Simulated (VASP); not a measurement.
# ScAl3N4 (Cm) in VASP: single point with PBE

Aim: the single point of ScAl3N4 with PBE.

Everything below comes from runs of VASP 6.6.1. Logs are shortened: lines on timing, memory, paths and dates and some standing lists are left out, and cuts for length are marked.

### Step 1. The cell of the first run

The structure is monoclinic, space group Cm (No. 8). Conventional cell: a = 11.233 Å, b = 6.492 Å, c = 10.126 Å, α = 90.00°, β = 90.09°, γ = 90.00°. Al (site symmetry 1) has 4 N at 1.90 to 1.96 Å within 2.5 Å. Al (site symmetry 1) has 4 N at 1.90 to 1.98 Å within 2.5 Å. Within 2.5 Å of Al (site symmetry m) lie 4 N at 1.91 to 1.97 Å. Within 2.5 Å of Al (site symmetry m) lie 4 N at 1.91 to 1.99 Å. Al (site symmetry 1) has 4 N at 1.89 to 1.99 Å within 2.5 Å. Al (site symmetry 1) has 4 N at 1.90 to 1.95 Å within 2.5 Å. Al (site symmetry m) has 4 N at 1.90 to 1.98 Å within 2.5 Å. Within 2.5 Å of Al (site symmetry m) lie 4 N at 1.90 to 1.95 Å.

### Step 2. Single point, PBE

File INCAR:

```
SYSTEM = ScAl3N4
PREC = Accurate ; ENCUT = 520
EDIFF = 1E-6 ; ISMEAR = 0
SIGMA = 0.01 ; LREAL = Auto
LASPH = .True. ; NELM = 60
ALGO = Normal ; ISIF = 2
LWAVE = .False. ; LCHARG = .False.
GGA = PE ; NBANDS = 102
```

File KPOINTS:

```
regular mesh
0
Gamma
  3 3 2
  0 0 0
```

File POSCAR:

```
ScAl3N4
1.0
    6.4924119795      0.0000000000      0.0000000000
   -3.2462059897      5.6164361061     -0.0041979280
    0.0000000000     -0.0075082799     10.1259716404
Al Sc N
12 4 16
Direct
    0.1673786360      0.3356547144     -0.0007748695
    0.1594878035      0.3379007574      0.5013189869
    0.1609681366      0.8219362733      0.5023357696
    0.6682760784      0.3356547144     -0.0007748695
    0.6784129539      0.3379007574      0.5013189869
    0.6645729809      0.8291459619     -0.0009930639
    0.3272235734      0.6635246302      0.2496813659
    0.3327179682      0.6626471520      0.7504998550
    0.8374416364      0.1748832728      0.2452714057
    0.8348246718      0.1696493436      0.7530723190
    0.8363010568      0.6635246302      0.2496813659
    0.8299291838      0.6626471520      0.7504998550
    0.1637008423      0.8274016847     -0.0056930812
    0.6674836103      0.8349672207      0.4933310552
    0.3357670109      0.1715340219      0.2511562470
    0.3356776559      0.1713553117      0.7380798865
    0.1587004869      0.3441647604      0.1874142739
    0.1526612080      0.3437337965      0.6889008259
    0.1599456290      0.8198912581      0.1987896276
    0.1552323739      0.8104647478      0.6945439540
    0.6854642735      0.3441647604      0.1874142739
    0.6910725885      0.3437337965      0.6889008259
    0.6665608877      0.8331217755      0.1953709049
    0.6675677047      0.8351354093      0.7001632160
    0.3332645797      0.1665291594      0.4639260931
    0.3419022624      0.1838045247      0.9488929551
    0.3146317283      0.6562865066      0.4384887706
    0.3436906557      0.6552926625      0.9383802553
    0.8431553804      0.1863107607      0.4341671382
    0.8327296571      0.1654593143      0.9437666450
    0.8416547783      0.6562865066      0.4384887706
    0.8116020068      0.6552926625      0.9383802553
```

Potentials or basis: VASP PAW PBE potentials, release 64 (Al, Sc_sv, N).

Run with:

```
$ cat potpaw_PBE.64/Al/POTCAR potpaw_PBE.64/Sc_sv/POTCAR potpaw_PBE.64/N/POTCAR > POTCAR
$ mpirun -np 1 vasp_std > vasp.out
```

OUTCAR:

```text
SYSTEM = ScAl3N4
   PREC = Accurate
   ENCUT = 520
   EDIFF = 1E-6
   ISMEAR = 0
   LREAL = Auto
   LASPH = .True.
   NELM = 60
   ISIF = 2
   GGA = PE

 ion  position               nearest neighbor table
   1  0.167  0.336  0.999-  28 1.90  26 1.91  17 1.91  30 1.96   9 3.11  10 3.11   8 3.12   7 3.13
                            15 3.16  13 3.20   6 3.21  16 3.24   4 3.24   4 3.25   6 3.27  13 3.29
   2  0.159  0.338  0.501-  27 1.90  18 1.90  29 1.90  25 1.98  16 3.08   8 3.11   5 3.12   3 3.14
                            10 3.14   7 3.14   9 3.16  15 3.18  14 3.23  14 3.26   3 3.35
   3  0.161  0.822  0.502-  31 1.91  27 1.91  20 1.95  25 1.97  16 3.09  12 3.13   8 3.13   5 3.14
                             2 3.14  11 3.14   7 3.14  15 3.22  14 3.25  14 3.25   2 3.35   5 3.35
   4  0.668  0.336  0.999-  32 1.90  26 1.91  21 1.91  30 1.96   9 3.11  10 3.11  12 3.12  11 3.13
                            15 3.16  13 3.20   6 3.21  16 3.24   1 3.24   1 3.25   6 3.27  13 3.29
   5  0.678  0.338  0.501-  31 1.90  22 1.90  29 1.90  25 1.98  16 3.08  12 3.11   2 3.12   3 3.14
                            10 3.14  11 3.14   9 3.16  15 3.18  14 3.23  14 3.26   3 3.35
   6  0.665  0.829  0.999-  28 1.91  32 1.91  30 1.97  23 1.99   8 3.13  12 3.13  10 3.14   9 3.16
                             7 3.17  11 3.17   1 3.21   4 3.21  13 3.25  13 3.25   4 3.27   1 3.27
   7  0.327  0.664  0.250-  19 1.89  17 1.90  27 1.91  23 1.99  14 3.12   1 3.13   2 3.14   3 3.14
                             6 3.17   9 3.17  13 3.18  11 3.19  15 3.22  15 3.27  11 3.31   9 3.31
   8  0.333  0.663  0.750-  18 1.90  28 1.91  20 1.92  24 1.95  13 3.10   2 3.11   1 3.12   3 3.13
                             6 3.13  16 3.20  14 3.21  10 3.21  12 3.23  12 3.26  10 3.27  16 3.29
   9  0.837  0.175  0.245-  21 1.90  17 1.90  29 1.91  23 1.98   4 3.11   1 3.11  14 3.16   6 3.16
                             5 3.16   2 3.16  11 3.17   7 3.17  15 3.25  15 3.25  11 3.31   7 3.31
  10  0.835  0.170  0.753-  22 1.90  18 1.90  30 1.93  24 1.95   4 3.11   1 3.11   5 3.14   2 3.14
                             6 3.14  12 3.21   8 3.21  14 3.23  16 3.25  16 3.25  12 3.27   8 3.27
  11  0.836  0.664  0.250-  19 1.89  21 1.90  31 1.91  23 1.99  14 3.12   4 3.13   5 3.14   3 3.14
                             6 3.17   9 3.17  13 3.18   7 3.19  15 3.22  15 3.27   7 3.31   9 3.31
  12  0.830  0.663  0.750-  22 1.90  32 1.91  20 1.92  24 1.95  13 3.10   5 3.11   4 3.12   3 3.13
                             6 3.13  16 3.20  14 3.21  10 3.21   8 3.23   8 3.26  10 3.27  16 3.29
  13  0.164  0.827  0.994-  26 2.05  32 2.06  28 2.06  19 2.07  12 3.10   8 3.10  11 3.18   7 3.18
                             4 3.20   1 3.20  16 3.24  15 3.24   6 3.25   6 3.25   1 3.29   4 3.29
  14  0.667  0.835  0.493-  27 2.06  31 2.06  29 2.06  24 2.09   7 3.12  11 3.12   9 3.16   8 3.21
[... 7 lines left out ...]
  19  0.160  0.820  0.199-  11 1.89   7 1.89  15 2.04  13 2.07
  20  0.155  0.810  0.695-   8 1.92  12 1.92   3 1.95  16 2.07
  21  0.685  0.344  0.187-   9 1.90  11 1.90   4 1.91  15 2.07
  22  0.691  0.344  0.689-  12 1.90   5 1.90  10 1.90  16 2.06
[... 8 lines left out ...]
  31  0.842  0.656  0.438-   5 1.90   3 1.91  11 1.91  14 2.06
  32  0.812  0.655  0.938-   4 1.90  12 1.91   6 1.91  13 2.06

  LATTYP: Found a base centered monoclinic cell.
 ALAT       =    11.2328753499
 B/A-ratio  =     0.5779830878
 C/A-ratio  =     0.9014588081
 COS(beta)  =    -0.0014889228

  Lattice vectors:

 A1 = (   3.2462059898,   5.6164361061,  -0.0041979280)
 A2 = (  -3.2462059897,   5.6164361061,  -0.0041979280)
 A3 = (   0.0000000000,  -0.0075082799,  10.1259716404)

Analysis of symmetry for initial positions (statically):
=====================================================================
 Subroutine PRICEL returns:
 Original cell was already a primitive cell.

 Routine SETGRP: Setting up the symmetry group for a
 base centered monoclinic supercell.

 Subroutine GETGRP returns: Found  2 space group operations
 (whereof  1 operations were pure point group operations)
 out of a pool of  4 trial point group operations.

The static configuration has the point symmetry C_1 .
 The point group associated with its full space group is C_1h.

Analysis of symmetry for dynamics (positions and initial velocities):
=====================================================================
 Subroutine PRICEL returns:
 Original cell was already a primitive cell.

 Routine SETGRP: Setting up the symmetry group for a
 base centered monoclinic supercell.

 Subroutine GETGRP returns: Found  2 space group operations
 (whereof  1 operations were pure point group operations)
 out of a pool of  4 trial point group operations.

The dynamic configuration has the point symmetry C_1 .
 The point group associated with its full space group is C_1h.

 Subroutine INISYM returns: Found  2 space group operations
 (whereof  1 operations are pure point group operations),
 and found     1 'primitive' translations

----------------------------------------------------------------------------------------

                                     Primitive cell

  volume of cell :     369.2354

  direct lattice vectors                    reciprocal lattice vectors
[... 89 lines left out ...]
     0.000000000  0.000036907  0.049378005     0.000000000  0.000000000  0.500000000

  Length of vectors
     0.059300889  0.059349666  0.049378019

  Shift w.r.t. Gamma in fractional coordinates (k-lattice)
     0.000000000  0.000000000  0.000000000

 Subroutine IBZKPT returns following result:
 ===========================================

 Found      8 irreducible k-points:

 Following reciprocal coordinates:
            Coordinates               Weight
  0.000000  0.000000  0.000000      1.000000
  0.333333 -0.000000 -0.000000      4.000000
  0.000000  0.333333 -0.000000      2.000000
  0.333333  0.333333 -0.000000      2.000000
  0.000000  0.000000  0.500000      1.000000
  0.333333 -0.000000  0.500000      4.000000
  0.000000  0.333333  0.500000      2.000000
  0.333333  0.333333  0.500000      2.000000
   k-points           NKPTS =      8   k-points in BZ     NKDIM =      8   number of bands    NBANDS=    102
   number of dos      NEDOS =    301   number of ions     NIONS =     32
   total plane-waves  NPLWV = 184320
   dimension x,y,z NGX =    48 NGY =   48 NGZ =   80
   dimension x,y,z NGXF=    96 NGYF=   96 NGZF=  160
   ions per type =              12   4  16
   NGX,Y,Z   is equivalent  to a cutoff of  12.29, 12.30, 13.13 a.u.
   NGXF,Y,Z  is equivalent  to a cutoff of  24.58, 24.60, 26.27 a.u.
 SYSTEM =  ScAl3N4
   PREC   = accura    normal or accurate (medium, high low for compatibility)
   ISTART =      0    job   : 0-new  1-cont  2-samecut
   ICHARG =      2    charge: 1-file 2-atom 10-const
   ISPIN  =      1    spin polarized calculation?
   LNONCOLLINEAR =      F non collinear calculations
   LSORBIT =      F    spin-orbit coupling
   LASPH  =      T    aspherical Exc in radial PAW
   ENCUT  =  520.0 eV  38.22 Ry    6.18 a.u.  12.07 12.06 18.83*2*pi/ulx,y,z
   NELM   =     60;   NELMIN=  2; NELMDL= -5     # of ELM steps
   EDIFF  = 0.1E-05   stopping-criterion for ELM
   LREAL  =      T    real-space projection
   EDIFFG = 0.1E-04   stopping-criterion for IOM
   NSW    =      0    number of steps for IOM
[... 5 lines left out ...]
   TEBEG  =    0.0;   TEEND  =   0.0 temperature during run
   PSTRESS=    0.0 pullay stress
   NELECT =     160.0000    total number of electrons
   NUPDOWN=      -1.0000    fix difference up-down
   EMIN   =  10.00;   EMAX   =-10.00  energy-range for DOS
   EFERMI =   0.00;   METHOD = LEGACY
   ISMEAR =     0;   SIGMA  =   0.01  broadening in eV -4-tet -1-fermi 0-gaus
   EFERMI_NEDOS =   21; number of points for ismear=-14 and -15
   IALGO  =     38    algorithm
   IMIX   =      4    mixing-type and parameters
     AMIX     =   0.40;   BMIX     =  1.00
     AMIX_MAG =   1.60;   BMIX_MAG =  1.00
  volume/ion in A,a.u.               =      11.54        77.87
  Fermi-wavevector in a.u.,A,eV,Ry     =   1.238836  2.341060 20.881050  1.534714
  Thomas-Fermi vector in A             =   2.373344
   LORBIT       =      0    0 simple, 1 ext, 2 COOP (PROOUT), +10 PAW based schemes
   GGA     = PE    functional components
   LHFCALC =     F    Hartree Fock is set to
   AEXX    =    0.0000 exact exchange contribution
   IVDW    =     0    specifies the selected vdW correction
   LEPSILON=     F    determine dielectric tensor
   LRPA    =     F    only Hartree local field effects (RPA)
 non-spin polarized calculation
 Gauss-broadening in eV      SIGMA  =   0.01
  energy-cutoff  :      520.00
  volume of cell :      369.24
 maximum number of plane-waves:      9970
   NGX = 25   NGY = 25   NGZ = 37

 number of electron     160.0000025 magnetization

 Free energy of the ion-electron system (eV)
  ---------------------------------------------------
  ext. energy  EPLUGINS =         0.00000000
  ---------------------------------------------------
  free energy    TOTEN  =      -248.31763607 eV

  energy without entropy =     -248.31763607  energy(sigma->0) =     -248.31763607

 E-fermi :   4.9622     XC(G=0): -10.7394

 val. band max:        4.8972476699   @ k =   0.3333  -0.0000  -0.0000
 cond. band min:       8.5895744131   @ k =   0.0000   0.0000   0.0000
 fundamental gap:      3.6923267431
 Fermi energy:         4.9622381901

 k-point     1 :       0.0000    0.0000    0.0000
  band No.  band energies     occupation
      1     -42.0682      2.00000
      2     -41.9303      2.00000
      3     -41.9041      2.00000
      4     -41.7836      2.00000
      5     -20.8772      2.00000
      6     -20.8394      2.00000
[... 749 lines left out ...]
     91      10.2867      0.00000
     92      10.3555      0.00000
 [bands above 92 left out]

------------------------ aborting loop because EDIFF is reached ----------------------------------------

  FORCE on cell =-STRESS in cart. coord.  units (eV):
  Direction    XX          YY          ZZ          XY          YZ          ZX
  --------------------------------------------------------------------------------------
  -------------------------------------------------------------------------------------
  Total        0.2027129      0.1780273      0.2128736      0.0000000      0.0005515      0.0000000
  in kB        0.8796070      0.7724919      0.9236959      0.0000000      0.0023929      0.0000000
  external PRESSURE =       0.8585982 kB  Pullay stress =       0.0000000 kB

 VOLUME and BASIS-vectors are now :
 -----------------------------------------------------------------------------
  energy-cutoff  :      520.00
  volume of cell :      369.24
      direct lattice vectors                 reciprocal lattice vectors
     6.492411979  0.000000000  0.000000000     0.154025962  0.089024475  0.000066011
    -3.246205990  5.616436106 -0.004197928     0.000000000  0.178048950  0.000132021
     0.000000000 -0.007508280 10.125971640     0.000000000  0.000073814  0.098756010

 POSITION                                       TOTAL-FORCE (eV/Angst)
 -----------------------------------------------------------------------------------
     -0.00291      1.87768     10.11672        -0.000429      0.001957     -0.000793
     -0.06143      1.89403      5.07492        -0.001431     -0.000764      0.003832
     -1.62310      4.61258      5.08319        -0.000000     -0.002174      0.006393
      3.24912      1.87768     10.11672         0.000429      0.001957     -0.000793
      3.30764      1.89403      5.07492         0.001431     -0.000764      0.003832
      1.62310      4.64934     10.11244         0.000000      0.001705     -0.001954
[... 24 lines left out ...]
      3.33393      3.68270      4.43737         0.051328     -0.031141     -0.019696
      3.14204      3.67336      9.49926        -0.053679     -0.030589     -0.016708
 -----------------------------------------------------------------------------------
    total drift:                               -0.000003     -0.000580      0.005524

  FREE ENERGIE OF THE ION-ELECTRON SYSTEM (eV)
  ---------------------------------------------------
  free  energy   TOTEN  =      -248.3176360730 eV

  energy  without entropy=     -248.3176360730  energy(sigma->0) =     -248.31763607
```

Wall time 8.7 min (1 thread of Intel Xeon Platinum 8259CL at 2.50GHz (Skylake/Cascade Lake), shared host); peak memory 0.55 GiB.

What came out:

* Free energy: -248.3176 eV
* Pressure: 0.1 GPa
* Largest force: 0.077 eV/Å
* Band gap on the k mesh: 3.69 eV

Forces in eV/Å, atoms in the order of the input:
```
Al   0.000  0.002 -0.001
Al  -0.001 -0.001  0.004
Al   0.000 -0.002  0.006
Al   0.000  0.002 -0.001
Al   0.001 -0.001  0.004
Al   0.000  0.002 -0.002
Al   0.001 -0.002  0.002
Al  -0.003  0.000 -0.002
Al   0.000  0.001  0.003
Al   0.000  0.002 -0.002
Al  -0.001 -0.002  0.002
Al   0.003  0.000 -0.002
Sc   0.000  0.002 -0.007
Sc   0.000  0.000  0.002
Sc   0.000  0.007  0.015
Sc   0.000 -0.004  0.004
N   -0.053  0.029 -0.021
N   -0.055  0.030 -0.017
N    0.000 -0.066  0.040
N    0.000 -0.060 -0.019
N    0.053  0.029 -0.021
N    0.055  0.030 -0.017
N    0.000  0.001 -0.005
N    0.000  0.000  0.056
N    0.000  0.001  0.038
N    0.000  0.066  0.034
N   -0.051 -0.031 -0.020
N    0.054 -0.031 -0.017
N    0.000  0.059 -0.021
N    0.000  0.000  0.001
N    0.051 -0.031 -0.020
N   -0.054 -0.031 -0.017
```

Caveat: an odd mesh through Γ misses points on the zone boundary, where band edges can lie.
